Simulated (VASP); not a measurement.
Set up this calculation in VASP 6.6.1, as the native input.

```yaml
Task: single point
Functional: r2SCAN
Potentials_or_basis: VASP PAW PBE potentials, release 64 (Zn, Se)
Cutoff: 520 eV
k_mesh: 10 × 10 × 10
Occupations: gaussian, width 0.05 eV
Spin: no spin polarisation
Dipole_correction: no
Further_INCAR_settings: ALGO = Normal; EDIFF = 1e-07; NBANDS = 16
```

ZnSe:

```
Zn Se
1.0
     0.00000    2.66671    3.20005
     2.66671    0.00000    3.20005
     2.66671    2.66671    0.00000
Zn Se
1 1
Direct
  0.00000 0.00000 0.00000
  0.75000 0.75000 0.75000
```

This cell differs from its parent crystal: ratio of the length along z to the lengths across it x 1.2, volume and fractional coordinates fixed.

The input as run:

POSCAR

```
ZnSe
1.0
    0.0000000000      2.6667078986      3.2000494784
    2.6667078986      0.0000000000      3.2000494784
    2.6667078986      2.6667078986      0.0000000000
Zn Se
1 1
Direct
    0.0000000000      0.0000000000      0.0000000000
    0.7500000000      0.7500000000      0.7500000000
```

INCAR.step1

```
PREC = Accurate
ENCUT = 520
ISMEAR = 0
SIGMA = 0.05
LREAL = F
LASPH = T
NELM = 80
NBANDS = 16
GGA = PE
ALGO = Normal
EDIFF = 1E-4
LWAVE = T
LCHARG = F
```

INCAR.step2

```
PREC = Accurate
ENCUT = 520
EDIFF = 1E-7
ISMEAR = 0
SIGMA = 0.05
LREAL = F
LASPH = T
NELM = 80
ALGO = Normal
ISIF = 2
LWAVE = F
LCHARG = T
METAGGA = R2SCAN
LMIXTAU = T
LELF = T
LVHAR = T
NBANDS = 16
ISTART = 1
```

KPOINTS

```
regular mesh
0
Gamma
  10 10 10
```

Potentials or basis: VASP PAW PBE potentials, release 64 (Zn, Se).

Run with:

```console
$ cat potpaw_PBE.64/Zn/POTCAR potpaw_PBE.64/Se/POTCAR > POTCAR
$ cp INCAR.step1 INCAR
$ mpirun -np 1 vasp_std > vasp.out
$ cp INCAR.step2 INCAR
$ mpirun -np 1 vasp_std > vasp.out
```

Results of the run:

```json
{"Pressure": "-0.5 GPa", "Band gap on the k mesh": "1.36 eV"}
```

Caveat: the PAW data sets were made with another functional, which shifts forces and pressure a little.

Wall time 4.7 min on 1 thread of AMD EPYC 7R13 Processor (Zen 3), with other jobs on the host, peak memory 0.2 GiB.
